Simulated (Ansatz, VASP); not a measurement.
**InP: VASP beside Ansatz**

```
In P
1.0
     0.00000    2.93050    2.93050
     2.93050    0.00000    2.93050
     2.93050    2.93050    0.00000
In P
1 1
Cartesian
  0.0000 0.0000 0.0000
  4.3957 4.3957 4.3957
```

Alike in both runs: task single point; functional LDA; k mesh 8 × 8 × 8; occupations fermi-dirac, width 0.05 eV; no spin polarisation.

```csv
,VASP,Ansatz
version,VASP 6.6.1,Ansatz 0.2.0
potentials or method,"VASP PAW LDA potentials, release 64 (In_d, P), cutoff 520 eV","all-electron LAPW, scalar-relativistic"
```

VASP gave:

```
gap on the k mesh at the Fermi level (eV) : 0.51
least direct gap on the mesh (eV)         : 0.51
pressure (GPa)                            : -1.2
```

Task: Estimate Ansatz's values.

Result: gap on the k mesh at the Fermi level (eV): 0.48; least direct gap on the mesh (eV): 0.48; pressure (GPa): -1.2.

LDA's correlation is that of Perdew and Zunger in VASP and of Perdew and Wang (1992) in Ansatz. Ansatz ran all-electron here, and VASP with PAW potentials.
